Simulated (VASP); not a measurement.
CsH6: single point with PBE

The system is CsH6.

```
Cs H
1.0
     5.58899    0.00000    0.00000
    -2.79449    4.84020    0.00000
     0.00000    0.00000    6.64011
Cs H
1 6
Direct
  0.00000 0.00000 0.50000
  0.50000 0.50000 0.05726
  0.00000 0.50000 0.05726
  0.50000 0.00000 0.05726
  0.00000 0.50000 0.94274
  0.50000 0.00000 0.94274
  0.50000 0.50000 0.94274
```

* Program: VASP 6.6.1
* Task: single point
* Functional: PBE
* Potentials or basis: VASP PAW PBE potentials, release 64 (Cs_sv, H)
* Cutoff: 520 eV
* k mesh: 9 × 9 × 6
* Occupations: gaussian, width 0.1 eV
* Spin: no spin polarisation
* Dipole correction: no
* Further INCAR settings: ALGO = Normal; EDIFF = 1e-06; NBANDS = 16

```json
{
 "Pressure": "-0.1 GPa",
 "Largest force": "0.003 eV/Å"
}
```

Forces in eV/Å, atoms in the order of the input:
```
Cs   0.000  0.000  0.000
H    0.000  0.000 -0.003
H    0.000  0.000 -0.003
H    0.000  0.000 -0.003
H    0.000  0.000  0.003
H    0.000  0.000  0.003
H    0.000  0.000  0.003
```

Levels at points of the mesh, in eV from the Fermi level:
```csv
k point,band 6,band 7,band 8,band 9,band 10,band 11
"(0.00, 0.00, 0.00)",-7.49,-7.49,-0.48,0.61,2.28,2.47
"(0.00, 0.00, 0.50)",-7.49,-7.49,-1.32,2.10,2.10,2.28
```

Wall time 59 s on 1 thread of Intel(R) Xeon(R) 6975P-C (Granite Rapids) (shared host), peak memory 0.35 GiB.

Caveat: spin-orbit coupling is left out, which moves the levels of the heavy elements.
